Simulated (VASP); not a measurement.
# Fe (Im-3m) in VASP: single point with PBE

Aim: the single point of Fe with PBE.

All numbers are computed with VASP 6.6.1; they aren't measurements. Logs are shortened: lines on timing, memory, paths and dates and some standing lists are left out, and cuts for length are marked.

## Step 1: The cell of the first run

Symmetry: Im-3m, No. 229, cubic system. Conventional cell: a = 2.867 Å, b = 2.867 Å, c = 2.867 Å, α = 90.00°, β = 90.00°, γ = 90.00°. Fe (site symmetry m-3m) has 14 Fe at 2.48 to 2.87 Å within 3.3 Å.

## Step 2: Single point, PBE, collinear spin, ferromagnetic start

The input, INCAR:

```
SYSTEM = Fe
  PREC = Accurate
  ENCUT = 600
  EDIFF = 1E-6
  ISMEAR = -1
  SIGMA = 0.1
  LREAL = .False.
  LASPH = .True.
  NELM = 200
  ALGO = Normal
  ISIF = 2
  LWAVE = .False.
  LCHARG = .False.
  ISPIN = 2
  MAGMOM = 2.2
  LORBIT = 11
  LMAXMIX = 4
  GGA = PE
  NBANDS = 14
  GGA_COMPAT = .False.
```

The input, KPOINTS:

```
Automatic mesh
0
Gamma
  8 8 8
  0 0 0
```

The input, POSCAR:

```
Fe
1.0
   -1.4335000000      1.4335000000      1.4335000000
    1.4335000000     -1.4335000000      1.4335000000
    1.4335000000      1.4335000000     -1.4335000000
Fe
1
Direct
    0.0000000000      0.0000000000      0.0000000000
```

Potentials or basis: VASP PAW PBE potentials, release 64 (Fe).

Command:

```console
$ cat potpaw_PBE.64/Fe/POTCAR > POTCAR
$ mpirun -np 1 vasp_std > vasp.out
```

OUTCAR:

```text
SYSTEM = Fe
   PREC = Accurate
   ENCUT = 600
   EDIFF = 1E-6
   ISMEAR = -1
   LREAL = .False.
   LASPH = .True.
   NELM = 200
   ISIF = 2
   ISPIN = 2
   LORBIT = 11
   GGA = PE

 ion  position               nearest neighbor table
   1  0.000  0.000  0.000-

  LATTYP: Found a body centered cubic cell.
 ALAT       =     2.8670000000

  Lattice vectors:

 A1 = (  -1.4335000000,   1.4335000000,   1.4335000000)
 A2 = (   1.4335000000,  -1.4335000000,   1.4335000000)
 A3 = (   1.4335000000,   1.4335000000,  -1.4335000000)

Analysis of symmetry for initial positions (statically):
=====================================================================
 Subroutine PRICEL returns:
 Original cell was already a primitive cell.

 Routine SETGRP: Setting up the symmetry group for a
 body centered cubic supercell.

 Subroutine GETGRP returns: Found 48 space group operations
 (whereof 48 operations were pure point group operations)
 out of a pool of 48 trial point group operations.

The static configuration has the point symmetry O_h .

Analysis of symmetry for dynamics (positions and initial velocities):
=====================================================================
 Subroutine PRICEL returns:
 Original cell was already a primitive cell.

 Routine SETGRP: Setting up the symmetry group for a
 body centered cubic supercell.

 Subroutine GETGRP returns: Found 48 space group operations
 (whereof 48 operations were pure point group operations)
 out of a pool of 48 trial point group operations.

The dynamic configuration has the point symmetry O_h .

Analysis of structural, dynamic, and magnetic symmetry:
=====================================================================
 Subroutine PRICEL returns:
 Original cell was already a primitive cell.

 Routine SETGRP: Setting up the symmetry group for a
 body centered cubic supercell.

 Subroutine GETGRP returns: Found 48 space group operations
 (whereof 48 operations were pure point group operations)
 out of a pool of 48 trial point group operations.

The overall configuration has the point symmetry O_h .

 Subroutine INISYM returns: Found 48 space group operations
 (whereof 48 operations are pure point group operations),
 and found     1 'primitive' translations

----------------------------------------------------------------------------------------

                                     Primitive cell

  volume of cell :      11.7829

  direct lattice vectors                    reciprocal lattice vectors
    -1.433500000  1.433500000  1.433500000     0.000000000  0.348796652  0.348796652
     1.433500000 -1.433500000  1.433500000     0.348796652  0.000000000  0.348796652
     1.433500000  1.433500000 -1.433500000     0.348796652  0.348796652  0.000000000

  length of vectors
     2.482894833  2.482894833  2.482894833     0.493272955  0.493272955  0.493272955

  position of ions in fractional coordinates (direct lattice)
     0.000000000  0.000000000  0.000000000

  ion indices of the primitive-cell ions
   primitive index   ion index
                 1           1

----------------------------------------------------------------------------------------

 KPOINTS: Automatic mesh

Automatic generation of k-mesh.
 Grid dimensions read from file:
 generate k-points for:    8    8    8

 Generating k-lattice:

  Cartesian coordinates                     Fractional coordinates (reciprocal lattice)
     0.000000000  0.043599581  0.043599581     0.125000000  0.000000000  0.000000000
     0.043599581  0.000000000  0.043599581     0.000000000  0.125000000  0.000000000
     0.043599581  0.043599581  0.000000000     0.000000000  0.000000000  0.125000000

  Length of vectors
     0.061659119  0.061659119  0.061659119

  Shift w.r.t. Gamma in fractional coordinates (k-lattice)
     0.000000000  0.000000000  0.000000000

 Subroutine IBZKPT returns following result:
 ===========================================

 Found     29 irreducible k-points:

 Following reciprocal coordinates:
            Coordinates               Weight
  0.000000  0.000000  0.000000      1.000000
  0.125000  0.000000  0.000000     12.000000
  0.250000  0.000000  0.000000     12.000000
  0.375000  0.000000  0.000000     12.000000
  0.500000  0.000000  0.000000      6.000000
  0.125000  0.125000  0.000000     24.000000
[... 16 lines left out ...]
 -0.250000  0.250000  0.250000      6.000000
 -0.375000  0.375000  0.250000     24.000000
 [... further k-points ...]
   k-points           NKPTS =     29   k-points in BZ     NKDIM =     29   number of bands    NBANDS=     14
   number of dos      NEDOS =    301   number of ions     NIONS =      1
   total plane-waves  NPLWV =   8000
   dimension x,y,z NGX =    20 NGY =   20 NGZ =   20
   dimension x,y,z NGXF=    40 NGYF=   40 NGZF=   40
   ions per type =               1
   NGX,Y,Z   is equivalent  to a cutoff of  13.39, 13.39, 13.39 a.u.
   NGXF,Y,Z  is equivalent  to a cutoff of  26.78, 26.78, 26.78 a.u.
 SYSTEM =  Fe
   PREC   = accura    normal or accurate (medium, high low for compatibility)
   ISTART =      0    job   : 0-new  1-cont  2-samecut
   ICHARG =      2    charge: 1-file 2-atom 10-const
   ISPIN  =      2    spin polarized calculation?
   LNONCOLLINEAR =      F non collinear calculations
   LSORBIT =      F    spin-orbit coupling
   LASPH  =      T    aspherical Exc in radial PAW
   ENCUT  =  600.0 eV  44.10 Ry    6.64 a.u.   4.96  4.96  4.96*2*pi/ulx,y,z
   NELM   =    200;   NELMIN=  2; NELMDL= -5     # of ELM steps
   EDIFF  = 0.1E-05   stopping-criterion for ELM
   LREAL  =      F    real-space projection
   EDIFFG = 0.1E-04   stopping-criterion for IOM
   NSW    =      0    number of steps for IOM
   IBRION =     -1    ionic relax: 0-MD 1-quasi-New 2-CG
   NFREE  =      0    steps in history (QN), initial steepest desc. (CG)
   ISIF   =      2    stress and relaxation
   ISYM   =      2    0-nonsym 1-usesym 2-fastsym
   POTIM  = 0.5000    time-step for ionic-motion
   TEBEG  =    0.0;   TEEND  =   0.0 temperature during run
   PSTRESS=    0.0 pullay stress
   NELECT =       8.0000    total number of electrons
   NUPDOWN=      -1.0000    fix difference up-down
   EMIN   =  10.00;   EMAX   =-10.00  energy-range for DOS
   EFERMI =   0.00;   METHOD = LEGACY
   ISMEAR =    -1;   SIGMA  =   0.10  broadening in eV -4-tet -1-fermi 0-gaus
   EFERMI_NEDOS =   21; number of points for ismear=-14 and -15
   IALGO  =     38    algorithm
   IMIX   =      4    mixing-type and parameters
     AMIX     =   0.40;   BMIX     =  1.00
     AMIX_MAG =   1.60;   BMIX_MAG =  1.00
  volume/ion in A,a.u.               =      11.78        79.52
  Fermi-wavevector in a.u.,A,eV,Ry     =   1.438866  2.719063 28.168638  2.070336
  Thomas-Fermi vector in A             =   2.557786
   LORBIT       =     11    0 simple, 1 ext, 2 COOP (PROOUT), +10 PAW based schemes
   GGA     = PE    functional components
   LHFCALC =     F    Hartree Fock is set to
   AEXX    =    0.0000 exact exchange contribution
   IVDW    =     0    specifies the selected vdW correction
   LEPSILON=     F    determine dielectric tensor
   LRPA    =     F    only Hartree local field effects (RPA)
 spin polarized calculation
  energy-cutoff  :      600.00
  volume of cell :       11.78
 maximum number of plane-waves:       420
   NGX =  9   NGY =  9   NGZ =  9

 number of electron       7.9999997 magnetization       2.3049843

 Free energy of the ion-electron system (eV)
  ---------------------------------------------------
  ext. energy  EPLUGINS =         0.00000000
  ---------------------------------------------------
  free energy    TOTEN  =        -8.24026184 eV

  energy without entropy =       -8.20615421  energy(sigma->0) =       -8.22320802

 E-fermi :   5.4590     XC(G=0): -12.9079

 val. band max:        5.4365943850   @ k =   0.1250   0.1250   0.1250
 cond. band min:       5.4673220123   @ k =   0.5000   0.5000   0.5000
 fundamental gap:      0.0307276273
 Fermi energy:         5.4589767481

 spin component 1

 k-point     1 :       0.0000    0.0000    0.0000
  band No.  band energies     occupation
      1      -2.7569      1.00000
      2       3.1824      1.00000
      3       3.1824      1.00000
      4       3.1824      1.00000
      5       4.3622      0.99998
      6       4.3622      0.99998
      7      30.1321      0.00000
      8      30.1321      0.00000
      9      30.1321      0.00000
     10      34.9921      0.00000
     11      34.9921      0.00000
     12      37.0615      0.00000
     13      37.0615      0.00000
     14      37.0615      0.00000

 k-point     2 :       0.1250    0.0000    0.0000
  band No.  band energies     occupation
      1      -2.1394      1.00000
      2       3.0244      1.00000
      3       3.1571      1.00000
      4       3.5040      1.00000
      5       4.2322      1.00000
      6       4.3764      0.99998
      7      26.6478      0.00000
      8      29.0078      0.00000
      9      29.6743      0.00000
     10      32.7564      0.00000
     11      33.6346      0.00000
     12      33.9785      0.00000
     13      37.0175      0.00000
     14      38.7428      0.00000
[... 343 lines left out ...]
      1       0.9572      1.00000
      2       2.5765      1.00000
      3       3.6086      1.00000
      4       3.6086      1.00000
      5       4.3024      0.99999
      6       5.6008      0.19488
      7      22.0731      0.00000
      8      22.0731      0.00000
      9      22.6699      0.00000
     10      24.9064      0.00000
     11      38.6599      0.00000
     12      38.6599      0.00000
     13      38.8709      0.00000
     14      40.6135      0.00000

 k-point    24 :      -0.3750    0.3750    0.2500
  band No.  band energies     occupation
      1       1.4796      1.00000
      2       1.9671      1.00000
      3       3.6226      1.00000
      4       4.0288      1.00000
      5       5.1159      0.96866
      6       7.6613      0.00000
      7      16.9077      0.00000
      8      19.7875      0.00000
      9      22.5210      0.00000
     10      25.8939      0.00000
     11      35.2925      0.00000
     12      37.3085      0.00000
     13      40.1342      0.00000
     14      44.8829      0.00000

 [... further k-points ...]

 spin component 2

 k-point     1 :       0.0000    0.0000    0.0000
  band No.  band energies     occupation
      1      -2.6071      1.00000
      2       5.2492      0.89069
      3       5.2493      0.89059
      4       5.2493      0.89058
      5       7.1722      0.00000
      6       7.1723      0.00000
      7      29.8379      0.00000
      8      29.8379      0.00000
      9      29.8379      0.00000
     10      35.1298      0.00000
     11      35.1298      0.00000
     12      37.7588      0.00000
     13      37.7588      0.00000
     14      37.7588      0.00000

 k-point     2 :       0.1250    0.0000    0.0000
  band No.  band energies     occupation
      1      -1.9845      1.00000
      2       5.0549      0.98272
      3       5.1955      0.93306
      4       5.6032      0.19113
      5       6.9884      0.00000
      6       7.1891      0.00000
      7      26.8319      0.00000
      8      28.9145      0.00000
      9      29.6075      0.00000
     10      33.6305      0.00000
     11      34.2307      0.00000
     12      34.3626      0.00000
     13      37.2032      0.00000
     14      39.2510      0.00000
[... 343 lines left out ...]
      1       1.5257      1.00000
      2       4.8513      0.99771
      3       5.6054      0.18789
      4       5.6055      0.18773
      5       6.5046      0.00003
      6       8.0259      0.00000
      7      22.7227      0.00000
      8      22.7227      0.00000
      9      23.2385      0.00000
     10      25.3476      0.00000
     11      38.9781      0.00000
     12      38.9781      0.00000
     13      39.3945      0.00000
     14      41.2692      0.00000

 k-point    24 :      -0.3750    0.3750    0.2500
  band No.  band energies     occupation
      1       2.7517      1.00000
      2       3.9686      1.00000
      3       5.6239      0.16119
      4       6.1471      0.00103
      5       7.4111      0.00000
      6       9.2588      0.00000
      7      17.7295      0.00000
      8      20.3949      0.00000
      9      23.1355      0.00000
     10      26.3633      0.00000
     11      36.0204      0.00000
     12      37.7519      0.00000
     13      40.5794      0.00000
     14      45.2918      0.00000

 [... further k-points ...]

------------------------ aborting loop because EDIFF is reached ----------------------------------------

  FORCE on cell =-STRESS in cart. coord.  units (eV):
  Direction    XX          YY          ZZ          XY          YZ          ZX
  --------------------------------------------------------------------------------------
  -------------------------------------------------------------------------------------
  Total       -0.3565969     -0.3565969     -0.3565969      0.0000000     -0.0000000      0.0000000
  in kB      -48.4880878    -48.4880878    -48.4880878      0.0000000     -0.0000000      0.0000000
  external PRESSURE =     -48.4880878 kB  Pullay stress =       0.0000000 kB

 VOLUME and BASIS-vectors are now :
 -----------------------------------------------------------------------------
  energy-cutoff  :      600.00
  volume of cell :       11.78
      direct lattice vectors                 reciprocal lattice vectors
    -1.433500000  1.433500000  1.433500000     0.000000000  0.348796652  0.348796652
     1.433500000 -1.433500000  1.433500000     0.348796652  0.000000000  0.348796652
     1.433500000  1.433500000 -1.433500000     0.348796652  0.348796652  0.000000000

 POSITION                                       TOTAL-FORCE (eV/Angst)
 -----------------------------------------------------------------------------------
      0.00000      0.00000      0.00000        -0.000000     -0.000000      0.000000
 -----------------------------------------------------------------------------------
    total drift:                                0.000000     -0.000000      0.000000

  FREE ENERGIE OF THE ION-ELECTRON SYSTEM (eV)
  ---------------------------------------------------
  free  energy   TOTEN  =        -8.2402618365 eV

  energy  without entropy=       -8.2061542112  energy(sigma->0) =       -8.22320802

 total charge

# of ion       s       p       d       tot
------------------------------------------
    1        0.471   0.511   6.213   7.195

 magnetization (x)

# of ion       s       p       d       tot
------------------------------------------
    1       -0.015  -0.061   2.389   2.313
```

It took 9.8 s on 1 thread of AMD EPYC 7R13 (Zen 3), shared host; peak memory 0.1 GiB.

What came out:

| Item | Value |
| --- | --- |
| Free energy | -8.2403 eV |
| Pressure | -4.8 GPa |
| Net moment | 2.30 μB per cell |
| Site moments | Fe +2.31 μB |
| Valence electrons inside the program's atomic spheres | Fe 7.20 |

Caveat: the k points lie up to 0.39 Å⁻¹ apart.
